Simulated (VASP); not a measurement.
Input of a VASP 6.6.1 run:

INCAR

```
  PREC = Accurate
  ENCUT = 600
  EDIFF = 1E-6
  ISMEAR = -1
  SIGMA = 0.05
  LREAL = F
  LASPH = T
  NELM = 80
  ALGO = Normal
  ISIF = 3
  LWAVE = F
  LCHARG = F
  GGA = PE
  IBRION = 2
  NSW = 80
  EDIFFG = -0.02
```

File KPOINTS:

```
Automatic mesh
0
Gamma
  12 12 12
```

File POSCAR:

```
Pt
1.0
    0.0000000000      1.9609000000      1.9609000000
    1.9609000000      0.0000000000      1.9609000000
    1.9609000000      1.9609000000      0.0000000000
Pt
1
Direct
    0.0000000000      0.0000000000      0.0000000000
```

Potentials or basis: VASP PAW PBE potentials, release 64 (Pt).

Run with:

```bash
$ cat potpaw_PBE.64/Pt/POTCAR > POTCAR
$ mpirun -np 1 vasp_std > vasp.out
```

(1) What does it give for the relaxed volume?

(2) Predict the band gap on the k mesh.

Results:

(1) 15.63 Å³/atom.

(2) zero (band 5 reaches 11.06 eV, above the bottom of band 6 at 8.96 eV).

Caveat: spin-orbit coupling is left out, which moves the levels of the heavy elements.
